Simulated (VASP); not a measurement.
MnS, 2 atoms in the cell. Symmetry: R-3m, No. 166, trigonal system. The conventional cell has a = 3.660 Å, b = 3.660 Å, c = 8.913 Å, α = 90.00°, β = 90.00°, γ = 120.00°. Within 3.4 Å of Mn (site symmetry -3m) lie 6 S at 2.58 Å. Within 3.4 Å of S (site symmetry -3m) lie 6 Mn at 2.58 Å. 

- Program: VASP 6.6.1
- Task: single point
- Functional: PBE
- Potentials or basis: VASP PAW PBE potentials, release 64 (Mn_pv, S)
- Cutoff: 520 eV
- k mesh: 9 × 9 × 9
- Occupations: fermi-dirac, width 0.05 eV
- Spin: no spin polarisation
- Dipole correction: no
- Further INCAR settings: ALGO = Normal; EDIFF = 1e-07; NBANDS = 16

Potentials or basis: VASP PAW PBE potentials, release 64 (Mn_pv, S).

Command:

```console
$ cat potpaw_PBE.64/Mn_pv/POTCAR potpaw_PBE.64/S/POTCAR > POTCAR
$ mpirun -np 1 vasp_std > vasp.out
```

Hardware: 1 thread of Intel(R) Xeon(R) 6975P-C (Granite Rapids) (shared host).

Estimate the wall time of this run.

It took 21 s on 1 thread of Intel(R) Xeon(R) 6975P-C (Granite Rapids), with other jobs on the host, peak memory 0.18 GiB. Counts: scf iterations 15, k points 85.
